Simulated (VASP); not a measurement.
Write the native input for VASP 6.6.1 that does the following.

* Task: single point
* Functional: PBE0
* Potentials or basis: VASP PAW PBE potentials, release 64 (Sb)
* Cutoff: 520 eV
* k mesh: 4 × 4 × 4
* Occupations: fermi-dirac, width 0.05 eV
* Spin: no spin polarisation
* Dipole correction: no
* Grid for exact exchange (PRECFOCK): Normal
* Further INCAR settings: ALGO = Normal; EDIFF = 1e-06; NBANDS = 12
* Share of exact exchange: 0.25

The system is Sb.

```
Sb
1.0
     2.19645    1.26812    3.83170
    -2.19645    1.26812    3.83170
     0.00000   -2.53624    3.83170
Sb
2
Direct
  0.76651 0.76651 0.76651
  0.23349 0.23349 0.23349
```

One way to write it, as run:

POSCAR

```
Sb
1.0
    2.1964499421      1.2681209653      3.8317049867
   -2.1964499421      1.2681209653      3.8317049867
    0.0000000000     -2.5362419306      3.8317049867
Sb
2
Direct
    0.7665100000      0.7665100000      0.7665100000
    0.2334900000      0.2334900000      0.2334900000
```

INCAR.step1

```
  ALGO = Normal
  EDIFF = 1E-5
  ENCUT = 520
  GGA = PE
  ISIF = 2
  ISMEAR = -1
  LASPH = True
  LREAL = False
  LWAVE = True
  NBANDS = 12
  NELM = 60
  PREC = Accurate
  SIGMA = 0.05
```

INCAR.step2

```
  AEXX = 0.25
  ALGO = Normal
  EDIFF = 1E-6
  ENCUT = 520
  GGA = PE
  ISIF = 2
  ISMEAR = -1
  ISTART = 1
  LASPH = True
  LCHARG = True
  LELF = True
  LHFCALC = True
  LREAL = False
  LVHAR = True
  LWAVE = False
  NBANDS = 12
  NELM = 60
  PREC = Accurate
  PRECFOCK = Normal
  SIGMA = 0.05
```

KPOINTS

```
k-points
0
Gamma
  4 4 4
```

Potentials or basis: VASP PAW PBE potentials, release 64 (Sb).

Run with:

```bash
$ cat potpaw_PBE.64/Sb/POTCAR > POTCAR
$ cp INCAR.step1 INCAR
$ mpirun -np 1 vasp_std > vasp.out
$ cp INCAR.step2 INCAR
$ mpirun -np 1 vasp_std > vasp.out
```

Results of the run:

| Quantity | Value |
| --- | --- |
| Pressure | -3.5 GPa |
| Largest force | 0.737 eV/Å |
| Band gap on the k mesh | 0.99 eV (least direct gap 1.01 eV) |

Caveat: the k points lie up to 0.43 Å⁻¹ apart; the PAW data sets were made with another functional, which shifts forces and pressure a little; spin-orbit coupling is left out, which moves the levels of the heavy elements.

Wall time 19 min on 1 thread of Intel Xeon 8259CL, with other jobs on the host, peak memory 0.22 GiB.
